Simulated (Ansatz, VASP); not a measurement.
**One calculation of Mg6F, two programs**

```
Mg F
1.0
     7.40481    0.00000    0.00000
     0.00000    7.40481    0.00000
     0.00000    0.00000    7.40481
Mg F
6 1
Direct
  0.50000 0.50000 0.19829
  0.50000 0.50000 0.80171
  0.19829 0.50000 0.50000
  0.80171 0.50000 0.50000
  0.50000 0.19829 0.50000
  0.50000 0.80171 0.50000
  0.00000 0.00000 0.00000
```

Change from the starting cell: species swapped into the ErB6 type (Pm-3m, No. 221).

Alike in both runs: task single point; functional PBE; k mesh 4 × 4 × 4; occupations gaussian, width 0.1 eV; collinear spin.

|  | VASP | Ansatz |
| --- | --- | --- |
| version | VASP 6.6.1 | Ansatz 0.2.0 |
| potentials or method | VASP PAW PBE potentials, release 64 (Mg, F), cutoff 520 eV | scalar-relativistic, plane waves, PAW |
| valence electrons in the cell | 19 | 67 |

```csv
,VASP,Ansatz,Ansatz less VASP
gap on the k mesh at the Fermi level (eV),none,none,-
pressure (GPa),0.0,0.0,+0.05
net moment per atom (μB),0.00,0.01,+0.009
size of the moment on the site where the two differ most (μB),0.00,0.12,+0.115
```

Site moments also hang on the region over which each program counts them. A gap of «none» marks a metal or a gap that the smearing closes. VASP's potentials hold 19 valence electrons a cell and Ansatz's 67, so a difference there can come from the potentials and not from the codes. Ansatz's warnings: seeded moment not kept.
